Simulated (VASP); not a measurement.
# Ta (Im-3m) in VASP: a series of runs, part 2 of 2

VASP 6.6.1.

## 3. Density of states, PBE

Input file POSCAR:

```
Ta
1.0
   -1.6593948200      1.6593948200      1.6593948200
    1.6593948200     -1.6593948200      1.6593948200
    1.6593948200      1.6593948200     -1.6593948200
Ta
1
Direct
    0.0000000000      0.0000000000      0.0000000000
```

Input file INCAR.step1:

```
PREC = Accurate
ENCUT = 520
EDIFF = 1E-6
ISMEAR = 0
SIGMA = 0.1
LREAL = F
LASPH = T
NELM = 60
ALGO = Normal
ISIF = 2
LWAVE = F
LCHARG = T
LMAXMIX = 4
GGA = PE
NBANDS = 12
```

Input file KPOINTS.step1:

```
regular mesh
0
Gamma
  18 18 18
```

Input file INCAR.step2:

```
PREC = Accurate
ENCUT = 520
EDIFF = 1E-6
ISMEAR = -5
SIGMA = 0.1
LREAL = F
LASPH = T
NELM = 60
ALGO = Normal
ISIF = 2
LWAVE = F
LCHARG = F
LMAXMIX = 4
GGA = PE
LORBIT = 11
NBANDS = 12
NEDOS = 2001
ICHARG = 11
```

Input file KPOINTS.step2:

```
regular mesh
0
Gamma
  27 27 27
```

Potentials or basis: VASP PAW PBE potentials, release 64 (Ta_pv).

On the command line:

```bash
cat potpaw_PBE.64/Ta_pv/POTCAR > POTCAR
cp INCAR.step1 INCAR
cp KPOINTS.step1 KPOINTS
mpirun -np 1 vasp_std > vasp.out
cp INCAR.step2 INCAR
cp KPOINTS.step2 KPOINTS
mpirun -np 1 vasp_std > vasp.out
```

OUTCAR:

```text
PREC = Accurate
   ENCUT = 520
   EDIFF = 1E-6
   ISMEAR = -5
   LREAL = F
   LASPH = T
   NELM = 60
   ISIF = 2
   GGA = PE
   LORBIT = 11
   ICHARG = 11

 ion  position               nearest neighbor table
   1  0.000  0.000  0.000-

  LATTYP: Found a body centered cubic cell.
 ALAT       =     3.3187896400

  Lattice vectors:

 A1 = (  -1.6593948200,   1.6593948200,   1.6593948200)
 A2 = (   1.6593948200,  -1.6593948200,   1.6593948200)
 A3 = (   1.6593948200,   1.6593948200,  -1.6593948200)

Analysis of symmetry for initial positions (statically):
=====================================================================
 Subroutine PRICEL returns:
 Original cell was already a primitive cell.

 Routine SETGRP: Setting up the symmetry group for a
 body centered cubic supercell.

 Subroutine GETGRP returns: Found 48 space group operations
 (whereof 48 operations were pure point group operations)
 out of a pool of 48 trial point group operations.

The static configuration has the point symmetry O_h .

Analysis of symmetry for dynamics (positions and initial velocities):
=====================================================================
 Subroutine PRICEL returns:
 Original cell was already a primitive cell.

 Routine SETGRP: Setting up the symmetry group for a
 body centered cubic supercell.

 Subroutine GETGRP returns: Found 48 space group operations
 (whereof 48 operations were pure point group operations)
 out of a pool of 48 trial point group operations.

The dynamic configuration has the point symmetry O_h .

 Subroutine INISYM returns: Found 48 space group operations
 (whereof 48 operations are pure point group operations),
 and found     1 'primitive' translations

----------------------------------------------------------------------------------------

                                     Primitive cell
[... 114 lines left out ...]
  Thomas-Fermi vector in A             =   2.506909
   LORBIT       =     11    0 simple, 1 ext, 2 COOP (PROOUT), +10 PAW based schemes
   GGA     = PE    functional components
   LHFCALC =     F    Hartree Fock is set to
   AEXX    =    0.0000 exact exchange contribution
   IVDW    =     0    specifies the selected vdW correction
   LEPSILON=     F    determine dielectric tensor
   LRPA    =     F    only Hartree local field effects (RPA)
 non-spin polarized calculation
 Fermi weights with tetrahedron method with Bloechl corrections
  energy-cutoff  :      520.00
  volume of cell :       18.28
 maximum number of plane-waves:       531
 NGX is ok and might be reduce to    24

 number of electron      11.0000001 magnetization

 Free energy of the ion-electron system (eV)
  ---------------------------------------------------
  ext. energy  EPLUGINS =         0.00000000
  ---------------------------------------------------
  free energy    TOTEN  =       -11.81256438 eV

  energy without entropy =      -11.81256438  energy(sigma->0) =      -11.81256438

 E-fermi :   5.3559     XC(G=0): -12.5432

 val. band max:        5.3573482236   @ k =   0.1111   0.1111   0.0000
 cond. band min:       5.3498137236   @ k =   0.0741   0.0741   0.0741
 fundamental gap:     -0.0075345000
 Fermi energy:         5.3558977875

 k-point     1 :       0.0000    0.0000    0.0000
  band No.  band energies     occupation
      1     -27.7605      2.00000
      2     -27.7605      2.00000
      3     -27.7605      2.00000
      4      -2.4917      2.00000
      5       6.1031      0.00000
      6       6.1031      0.00000
      7       6.1031      0.00000
      8       9.3245      0.00000
      9       9.3245      0.00000
     10      20.0168      0.00000
     11      20.3098      0.00000
     12      20.3098      0.00000
[... 331 lines left out ...]
 k-point    24 :       0.3704    0.0370    0.0000
  band No.  band energies     occupation
      1     -28.7541      2.00000
      2     -28.0853      2.00000
      3     -27.7726      2.00000
      4       1.0135      2.00000
      5       4.0857      2.00000
      6       5.8211     -0.03426
      7       9.2092      0.00000
      8      10.0073      0.00000
      9      11.6669      0.00000
     10      17.9977      0.00000
     11      18.3386      0.00000
     12      20.0278      0.00000

 [... further k-points ...]
[... 5 lines left out ...]
  --------------------------------------------------------------------------------------
  -------------------------------------------------------------------------------------
  Total        0.0036120      0.0036120      0.0036120      0.0000000     -0.0000000      0.0000000
  in kB        0.3166308      0.3166308      0.3166308      0.0000000     -0.0000000      0.0000000
  external PRESSURE =       0.3166308 kB  Pullay stress =       0.0000000 kB

 VOLUME and BASIS-vectors are now :
 -----------------------------------------------------------------------------
  energy-cutoff  :      520.00
  volume of cell :       18.28
      direct lattice vectors                 reciprocal lattice vectors
    -1.659394820  1.659394820  1.659394820     0.000000000  0.301314668  0.301314668
     1.659394820 -1.659394820  1.659394820     0.301314668  0.000000000  0.301314668
     1.659394820  1.659394820 -1.659394820     0.301314668  0.301314668  0.000000000

 POSITION                                       TOTAL-FORCE (eV/Angst)
 -----------------------------------------------------------------------------------
      0.00000      0.00000      0.00000        -0.000000      0.000000      0.000000
 -----------------------------------------------------------------------------------
    total drift:                                0.000000     -0.000000      0.000000

  FREE ENERGIE OF THE ION-ELECTRON SYSTEM (eV)
  ---------------------------------------------------
  free  energy   TOTEN  =       -11.8125643822 eV

  energy  without entropy=      -11.8125643822  energy(sigma->0) =      -11.81256438

 total charge

# of ion       s       p       d       tot
------------------------------------------
    1        0.368   6.167   2.370   8.905
```

Run time: 2.5 min. Hardware: 1 thread of AMD EPYC 7R43 (Zen 3), shared host; peak memory 0.25 GiB.

What came out:

```
Valence electrons inside the program's atomic spheres : Ta 8.90
```

Caveat: spin-orbit coupling is left out, which moves the levels of the heavy elements; tetrahedron occupations give inexact forces and stress in metals.

## 4. Vibrations by perturbation theory, PBE (phonons at volume x 0.98)

Input file INCAR:

```
ALGO = Normal
EDIFF = 1E-8
ENCUT = 520
GGA = PE
IBRION = 8
ISIF = 2
ISMEAR = -1
LASPH = T
LCHARG = T
LREAL = F
LWAVE = F
NELM = 100
NSW = 1
PREC = Accurate
SIGMA = 0.15
```

Input file KPOINTS:

```
k-points
0
Gamma
  20 20 20
```

Input file POSCAR:

```
Ta
1.0
   -1.6497664491      1.6497664491      1.6497664491
    1.6497664491     -1.6497664491      1.6497664491
    1.6497664491      1.6497664491     -1.6497664491
Ta
1
Direct
    0.0000000000      0.0000000000      0.0000000000
```

Potentials or basis: VASP PAW PBE potentials, release 64 (Ta_pv).

On the command line:

```bash
cat potpaw_PBE.64/Ta_pv/POTCAR > POTCAR
mpirun -np 1 vasp_std > vasp.out
```

OUTCAR:

```text
EDIFF = 1E-8
   ENCUT = 520
   GGA = PE
   IBRION = 8
   ISIF = 2
   ISMEAR = -1
   LASPH = T
   LREAL = F
   NELM = 100
   NSW = 1
   PREC = Accurate

 ion  position               nearest neighbor table
   1  0.000  0.000  0.000-

  LATTYP: Found a body centered cubic cell.
 ALAT       =     3.2995328982

  Lattice vectors:

 A1 = (  -1.6497664491,   1.6497664491,   1.6497664491)
 A2 = (   1.6497664491,  -1.6497664491,   1.6497664491)
 A3 = (   1.6497664491,   1.6497664491,  -1.6497664491)

Analysis of symmetry for initial positions (statically):
=====================================================================
 Subroutine PRICEL returns:
 Original cell was already a primitive cell.

 Routine SETGRP: Setting up the symmetry group for a
 body centered cubic supercell.

 Subroutine GETGRP returns: Found 48 space group operations
[... 499 lines left out ...]
  ---------------------------------------------------
  free energy    TOTEN  =        -0.15515636 eV

  energy without entropy =       -0.15515636

------------------------ aborting loop because EDIFF is reached ----------------------------------------

 INTERNAL STRAIN TENSOR  FOR ION    1  DIRECTION 1   (eV/Angst):
 -----------------------------------------------------------------------------
     0.02240  0.00000  0.00000
    -0.00000  0.00682 -0.00000
    -0.00000 -0.00000  0.00682

 INTERNAL STRAIN TENSOR FOR ION    1 for displacements in x,y,z  (eV/Angst):
          X           Y           Z          XY          YZ          ZX
  --------------------------------------------------------------------------------
  x     0.00000     0.00000     0.00000     0.00000     0.00000     0.00000
  y     0.00000     0.00000     0.00000     0.00000     0.00000     0.00000
  z     0.00000     0.00000     0.00000     0.00000     0.00000     0.00000

 SECOND DERIVATIVES (NOT SYMMETRIZED)
 ------------------------------------
               1X          1Y          1Z
  1X    -0.012478    0.000000    0.000000
  1Y     0.000000   -0.012478    0.000000
  1Z     0.000000    0.000000   -0.012478

 Eigenvectors and eigenvalues of the dynamical matrix
 ----------------------------------------------------

   1 f  =    0.129823 THz     0.815700 2PiTHz    4.330420 cm-1     0.536903 meV
             X         Y         Z           dx          dy          dz
      0.000000  0.000000  0.000000     1.000000    0.000000    0.000000

   2 f  =    0.129823 THz     0.815700 2PiTHz    4.330420 cm-1     0.536903 meV
             X         Y         Z           dx          dy          dz
      0.000000  0.000000  0.000000     0.000000    1.000000    0.000000

   3 f  =    0.129823 THz     0.815700 2PiTHz    4.330420 cm-1     0.536903 meV
             X         Y         Z           dx          dy          dz
      0.000000  0.000000  0.000000     0.000000    0.000000    1.000000

--------------------------------------------------------------------------------------------------------

 ELASTIC MODULI CONTR FROM IONIC RELAXATION (kBar)
 Direction    XX          YY          ZZ          XY          YZ          ZX
 --------------------------------------------------------------------------------
 XX           0.0000      0.0000      0.0000      0.0000      0.0000      0.0000
 YY           0.0000      0.0000      0.0000      0.0000      0.0000      0.0000
 ZZ           0.0000      0.0000      0.0000      0.0000      0.0000      0.0000
 XY           0.0000      0.0000      0.0000      0.0000      0.0000      0.0000
 YZ           0.0000      0.0000      0.0000      0.0000      0.0000      0.0000
 ZX           0.0000      0.0000      0.0000      0.0000      0.0000      0.0000
 --------------------------------------------------------------------------------
```

OSZICAR:

```text
N       E                     dE             d eps       ncg     rms          rms(c)
DAV:   1     0.461222915431E+02    0.46122E+02   -0.65980E+03  4608   0.117E+03
DAV:   2    -0.116094822078E+02   -0.57732E+02   -0.56858E+02  5784   0.247E+02
DAV:   3    -0.123075576511E+02   -0.69808E+00   -0.67059E+00  5384   0.270E+01
[... 28 lines left out ...]
RMM:  10    -0.155156335988E+00   -0.34643E-06   -0.20417E-07 22392   0.237E-04    0.906E-06
RMM:  11    -0.155156327773E+00    0.82149E-08   -0.12579E-07 22607   0.113E-04    0.589E-06
RMM:  12    -0.155156346091E+00   -0.18318E-07   -0.80517E-08 19169   0.691E-05    0.463E-06
RMM:  13    -0.155156361689E+00   -0.15598E-07   -0.56601E-08 19589   0.517E-05    0.498E-07
RMM:  14    -0.155156360814E+00    0.87582E-09   -0.41506E-08 11576   0.350E-05    0.823E-07
 Linear response finished
```

Run time: 3.5 min. Hardware: 1 thread of Intel Xeon 8259CL, shared host; peak memory 0.34 GiB.

Caveat: the cell differs from its parent crystal (phonons at volume x 0.98); the cell wasn't relaxed at this level first, which shifts response properties; spin-orbit coupling is left out, which moves the levels of the heavy elements.
